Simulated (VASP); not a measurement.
Si:

```
CELL_PARAMETERS angstrom
3.79183 0.00000 0.00000
0.00000 3.79183 0.00000
0.00000 0.00000 3.46306
ATOMIC_POSITIONS crystal
Si 0.00000 0.50000 0.00000
Si 0.50000 0.00000 0.00000
Si 0.00000 0.00000 0.50000
```

The cell was generated, and may not be a known phase.

* Program: VASP 6.6.1
* Task: relaxation of cell and atoms
* Functional: PBE
* Potentials or basis: VASP PAW PBE potentials, release 64 (Si)
* Cutoff: 600 eV
* k mesh: 4 × 4 × 6
* Occupations: gaussian, width 0.1 eV
* Spin: no spin polarisation

At the start: pressure -1.0 GPa; volume 16.60 Å³/atom.

Task: Where does the relaxation end?

Result: Over 5 steps the energy falls by 4.1 meV/atom and the volume is 16.36 Å³/atom (-1.4 %); space group P4/mmm (No. 123, to 0.1 Å) before and after.

Step by step:
```csv
step,energy change (eV),largest force (eV/Å),pressure (GPa),volume (Å³)
1,0.0000,0.0000,-1.03,49.79
2,-0.0116,0.0000,0.11,49.02
3,-0.0120,0.0000,0.30,48.90
4,-0.0120,0.0000,0.35,48.87
5,-0.0123,0.0000,0.05,49.09
```

Final structure:
```yaml
crystal:
  lattice:
    - [3.80267, 0.00000, 0.00000]
    - [0.00000, 3.80267, 0.00000]
    - [0.00000, 0.00000, 3.39486]
  atoms:
    - { symbol: Si, position: [0.00000, 0.50000, 0.00000] }
    - { symbol: Si, position: [0.50000, 0.00000, 0.00000] }
    - { symbol: Si, position: [0.00000, 0.00000, 0.50000] }
```

Caveat: the k points lie up to 0.41 Å⁻¹ apart in the final cell, too coarse for converged energies and pressures of a metal.
